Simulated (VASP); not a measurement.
# GaN (flat sheet) in VASP: notebook, part 2 of 2

VASP 6.6.1. The steps go on from the part before.

## Step 3: Single point, PBEsol

This run uses another cell than the first one, of 79.38 Å³/atom, 1.005 times its volume.

INCAR

```
  PREC = Accurate
  ENCUT = 520
  EDIFF = 1E-6
  ISMEAR = 0
  SIGMA = 0.05
  LREAL = False
  LASPH = True
  NELM = 60
  ALGO = Normal
  ISIF = 2
  LWAVE = False
  LCHARG = False
  GGA = PS
  NBANDS = 56
```

KPOINTS

```
regular mesh
0
Gamma
  1 1 6
```

POSCAR

```
GaN
1.0
   15.4000000000      0.0000000000      0.0000000000
    0.0000000000      9.3000000000      0.0000000000
    0.0000000000      0.0000000000      5.5422100132
Ga N
5 5
Direct
    0.6838102317      0.5000000000      0.3762794352
    0.5000000000      0.5000000000      0.3218842003
    0.6081633988      0.5000000000      0.8127455744
    0.3161897683      0.5000000000      0.3762794352
    0.3918366012      0.5000000000      0.8127455744
    0.6025260254      0.5000000000      0.1462897872
    0.7175769900      0.5000000000      0.6761367964
    0.3974739746      0.5000000000      0.1462897872
    0.5000000000      0.5000000000      0.6552126133
    0.2824230100      0.5000000000      0.6761367964
```

Potentials or basis: VASP PAW PBE potentials, release 64 (Ga_d, N).

Run with:

```console
> cat potpaw_PBE.64/Ga_d/POTCAR potpaw_PBE.64/N/POTCAR > POTCAR
> mpirun -np 1 vasp_std > vasp.out
```

OUTCAR:

```text
PREC = Accurate
   ENCUT = 520
   EDIFF = 1E-6
   ISMEAR = 0
   LREAL = False
   LASPH = True
   NELM = 60
   ISIF = 2
   GGA = PS

 ion  position               nearest neighbor table
   1  0.684  0.500  0.376-   7 1.74   6 1.79   3 2.68   2 2.85
   2  0.500  0.500  0.322-   9 1.85   8 1.85   6 1.85   4 2.85   1 2.85
   3  0.608  0.500  0.813-   7 1.85   6 1.85   9 1.88   1 2.68
   4  0.316  0.500  0.376-  10 1.74   8 1.79   5 2.68   2 2.85
   5  0.392  0.500  0.813-  10 1.85   8 1.85   9 1.88   4 2.68
   6  0.603  0.500  0.146-   1 1.79   3 1.85   2 1.85
   7  0.718  0.500  0.676-   1 1.74   3 1.85
   8  0.397  0.500  0.146-   4 1.79   5 1.85   2 1.85
   9  0.500  0.500  0.655-   2 1.85   3 1.88   5 1.88
  10  0.282  0.500  0.676-   4 1.74   5 1.85

  LATTYP: Found a simple orthorhombic cell.
 ALAT       =     5.5422100132
 B/A-ratio  =     1.6780309620
 C/A-ratio  =     2.7786749263

  Lattice vectors:

 A1 = (   0.0000000000,   0.0000000000,  -5.5422100132)
 A2 = (   0.0000000000,   9.3000000000,   0.0000000000)
 A3 = (  15.4000000000,   0.0000000000,   0.0000000000)

Analysis of symmetry for initial positions (statically):
=====================================================================
 Subroutine PRICEL returns:
 Original cell was already a primitive cell.

 Routine SETGRP: Setting up the symmetry group for a
 simple orthorhombic supercell.

 Subroutine GETGRP returns: Found  4 space group operations
 (whereof  4 operations were pure point group operations)
 out of a pool of  8 trial point group operations.

The static configuration has the point symmetry C_2v.

Analysis of symmetry for dynamics (positions and initial velocities):
=====================================================================
 Subroutine PRICEL returns:
 Original cell was already a primitive cell.

 Routine SETGRP: Setting up the symmetry group for a
 simple orthorhombic supercell.

[... 126 lines left out ...]
   AEXX    =    0.0000 exact exchange contribution
   IVDW    =     0    specifies the selected vdW correction
   LEPSILON=     F    determine dielectric tensor
   LRPA    =     F    only Hartree local field effects (RPA)
 non-spin polarized calculation
 Gauss-broadening in eV      SIGMA  =   0.05
  energy-cutoff  :      520.00
  volume of cell :      793.76
 maximum number of plane-waves:     21400
 NGX is ok and might be reduce to   120
   NGX = 57   NGY = 35   NGZ = 21

 number of electron      90.0000012 magnetization

 Free energy of the ion-electron system (eV)
  ---------------------------------------------------
  ext. energy  EPLUGINS =         0.00000000
  ---------------------------------------------------
  free energy    TOTEN  =       -55.64881942 eV

  energy without entropy =      -55.64881942  energy(sigma->0) =      -55.64881942

 E-fermi :  -3.7706     XC(G=0):  -2.8329

 val. band max:       -4.0621371238   @ k =   0.0000   0.0000   0.0000
 cond. band min:      -2.4081163446   @ k =   0.0000   0.0000   0.0000
 fundamental gap:      1.6540207793
 Fermi energy:        -3.7705619250

 k-point     1 :       0.0000    0.0000    0.0000
  band No.  band energies     occupation
      1     -20.1408      2.00000
      2     -19.9322      2.00000
      3     -19.1512      2.00000
      4     -19.0614      2.00000
      5     -18.9832      2.00000
      6     -18.3332      2.00000
[... 225 lines left out ...]
     55       1.3692      0.00000
     56       1.3815      0.00000

------------------------ aborting loop because EDIFF is reached ----------------------------------------

  FORCE on cell =-STRESS in cart. coord.  units (eV):
  Direction    XX          YY          ZZ          XY          YZ          ZX
  --------------------------------------------------------------------------------------
  -------------------------------------------------------------------------------------
  Total       -0.3553273     -0.0096249     -0.5477600      0.0000000      0.0000000      0.0000000
  in kB       -0.7172203     -0.0194277     -1.1056413      0.0000000      0.0000000      0.0000000
  external PRESSURE =      -0.6140964 kB  Pullay stress =       0.0000000 kB

 VOLUME and BASIS-vectors are now :
 -----------------------------------------------------------------------------
  energy-cutoff  :      520.00
  volume of cell :      793.76
      direct lattice vectors                 reciprocal lattice vectors
    15.400000000  0.000000000  0.000000000     0.064935065  0.000000000  0.000000000
     0.000000000  9.300000000  0.000000000     0.000000000  0.107526882  0.000000000
     0.000000000  0.000000000  5.542210013     0.000000000  0.000000000  0.180433437

 POSITION                                       TOTAL-FORCE (eV/Angst)
 -----------------------------------------------------------------------------------
     10.53068      4.65000      2.08542        -0.005480     -0.000000      0.017796
      7.70000      4.65000      1.78395         0.000000      0.000000     -0.001369
      9.36572      4.65000      4.50441        -0.003719      0.000000      0.024277
      4.86932      4.65000      2.08542         0.005480     -0.000000      0.017796
      6.03428      4.65000      4.50441         0.003719      0.000000      0.024277
      9.27890      4.65000      0.81077         0.004718      0.000000      0.005052
     11.05069      4.65000      3.74729        -0.038472      0.000000     -0.042598
      6.12110      4.65000      0.81077        -0.004718      0.000000      0.005052
      7.70000      4.65000      3.63133         0.000000      0.000000     -0.007686
      4.34931      4.65000      3.74729         0.038472      0.000000     -0.042598
 -----------------------------------------------------------------------------------
    total drift:                               -0.000000     -0.000000      0.000738

  FREE ENERGIE OF THE ION-ELECTRON SYSTEM (eV)
  ---------------------------------------------------
  free  energy   TOTEN  =       -55.6488194250 eV

  energy  without entropy=      -55.6488194250  energy(sigma->0) =      -55.64881942
```

OSZICAR:

```text
N       E                     dE             d eps       ncg     rms          rms(c)
DAV:   1     0.724799171700E+03    0.72480E+03   -0.38881E+04   504   0.145E+03
DAV:   2     0.853002068322E+02   -0.63950E+03   -0.62305E+03   584   0.339E+02
DAV:   3    -0.577982162463E+02   -0.14310E+03   -0.14150E+03   600   0.151E+02
[... 17 lines left out ...]
DAV:  21    -0.556487608028E+02   -0.44496E-04   -0.82677E-06   584   0.156E-02    0.701E-03
DAV:  22    -0.556488054703E+02   -0.44667E-04   -0.72252E-06   424   0.203E-02    0.287E-03
DAV:  23    -0.556488122473E+02   -0.67770E-05   -0.90550E-07   424   0.100E-02    0.226E-03
DAV:  24    -0.556488187091E+02   -0.64619E-05   -0.12228E-06   392   0.712E-03    0.458E-04
DAV:  25    -0.556488194250E+02   -0.71583E-06   -0.22618E-07   416   0.359E-03
   1 F= -.55648819E+02 E0= -.55648819E+02  d E =-.800636E-17
```

stdout:

```text
POSCAR found type information on POSCAR GaN
 POSCAR found :  2 types and      10 ions
 scaLAPACK will be used
 -----------------------------------------------------------------------------
|                                                                             |
|                                                                             |
|     You enforced a specific xc type in the INCAR file but a different       |
|     I HOPE YOU KNOW WHAT YOU ARE DOING!                                     |
|                                                                             |
 -----------------------------------------------------------------------------

 LDA part: xc-table for (Slater+PW92), standard interpolation
 POSCAR, INCAR and KPOINTS ok, starting setup
 FFT: planning ... GRIDC
 FFT: planning ... GRID_SOFT
 FFT: planning ... GRID
 WAVECAR not read
 entering main loop
```

Run time: 13 min. Hardware: 1 thread of Intel Xeon 6975P-C, shared host; peak memory 0.76 GiB.

What came out:

```yaml
Free_energy: -55.6488 eV
Largest_force: 0.057 eV/Å
Band_gap_on_the_k_mesh: 1.65 eV, direct
```

Forces in eV/Å, atoms in the order of the input:
```
Ga  -0.005  0.000  0.018
Ga   0.000  0.000 -0.001
Ga  -0.004  0.000  0.024
Ga   0.005  0.000  0.018
Ga   0.004  0.000  0.024
N    0.005  0.000  0.005
N   -0.038  0.000 -0.043
N   -0.005  0.000  0.005
N    0.000  0.000 -0.008
N    0.038  0.000 -0.043
```

Caveat: the PAW data sets were made with another functional, which shifts forces and pressure a little.
